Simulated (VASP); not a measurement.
Set up this calculation in VASP 6.6.1, as the native input.

| Item | Value |
| --- | --- |
| Task | single point |
| Functional | PBE |
| Potentials or basis | VASP PAW PBE potentials, release 64 (Ba_sv, O) |
| Cutoff | 520 eV |
| k mesh | 3 × 3 × 3 |
| Occupations | gaussian, width 0.1 eV |
| Spin | no spin polarisation |
| Dipole correction | no |
| Further INCAR settings | ALGO = Normal; EDIFF = 1e-07; NBANDS = 48 |

The structure of Ba7O lies in POSCAR:

```
Ba7O
1.0
    3.4855716900      2.0123957500      6.3476164400
   -3.4855716900      2.0123957500      6.3476164400
    0.0000000000     -4.0247915000      6.3476164400
Ba O
7 1
Direct
    0.5000000000      0.5000000000      0.0000000000
    0.0000000000      0.5000000000      0.5000000000
    0.5000000000      0.0000000000      0.5000000000
    0.5000000000      0.5000000000      0.5000000000
    0.0000000000      0.0000000000      0.5000000000
    0.5000000000      0.0000000000      0.0000000000
    0.0000000000      0.5000000000      0.0000000000
    0.0000000000      0.0000000000      0.0000000000
```

The cell was generated, and may not be a known phase.

The input as run:

INCAR

```
PREC = Accurate
ENCUT = 520
EDIFF = 1E-7
ISMEAR = 0
SIGMA = 0.1
LREAL = F
LASPH = T
NELM = 60
ALGO = Normal
ISIF = 2
LWAVE = F
LCHARG = F
GGA = PE
NBANDS = 48
```

KPOINTS

```
regular mesh
0
Gamma
  3 3 3
```

Potentials or basis: VASP PAW PBE potentials, release 64 (Ba_sv, O).

Run with:

```console
$ cat potpaw_PBE.64/Ba_sv/POTCAR potpaw_PBE.64/O/POTCAR > POTCAR
$ mpirun -np 1 vasp_std > vasp.out
```

It gave:

```yaml
Pressure: 7.2 GPa
Band_gap_on_the_k_mesh: zero (bands 38 and 39 overlap by 1.63 eV)
```

Caveat: the k points lie up to 0.36 Å⁻¹ apart, too coarse for converged energies and pressures of a metal; spin-orbit coupling is left out, which moves the levels of the heavy elements.

Wall time 74 s on 1 thread of Intel(R) Xeon(R) 6975P-C (Granite Rapids), on a shared host, peak memory 0.44 GiB.
